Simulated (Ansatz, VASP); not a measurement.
One calculation of ZnO, two programs

```
Zn O
1.0
     3.24931    0.00000    0.00000
    -1.62465    2.81398    0.00000
     0.00000    0.00000    5.20571
Zn O
2 2
Cartesian
  1.6247 0.9380 0.0000
  0.0000 1.8760 2.6029
  0.0000 1.8760 4.5759
  1.6247 0.9380 1.9730
```

Alike in both runs: task single point; functional PBE-based screened hybrid; k mesh 5 × 5 × 3; occupations fermi-dirac, width 0.05 eV; no spin polarisation.

```csv
,VASP,Ansatz
version,VASP 6.6.1,Ansatz 0.2.0
potentials or method,"VASP PAW PBE potentials, release 64 (Zn, O)",Ansatz PAW
plane-wave cutoff (eV),520,420
valence electrons in the cell,36,36
```

Ansatz gave:

| Quantity | Value |
| --- | --- |
| gap on the k mesh at the Fermi level (eV) | 1.82 |
| least direct gap on the mesh (eV) | 1.82 |
| pressure (GPa) | 2.2 |
| traceless stress, the component that is largest in VASP (GPa) | 0.97 |
| rms of the force components (eV/Å) | 0.043 |

Question: Which values does VASP return?

Answer: gap on the k mesh at the Fermi level (eV): 1.79; least direct gap on the mesh (eV): 1.79; pressure (GPa): 3.3; traceless stress, the component that is largest in VASP (GPa): 1.01; rms of the force components (eV/Å): 0.046.

VASP's potentials were made for PBE, not for PBE-based screened hybrid. Atom by atom the forces differ by 0.002 eV/Å (rms over components).

The k mesh is coarse, so the values compare programs but aren't converged. Noted on Ansatz's run: odd divisions of the mesh miss points on the zone boundary, where band edges often lie, so the gap on the mesh can be too wide.
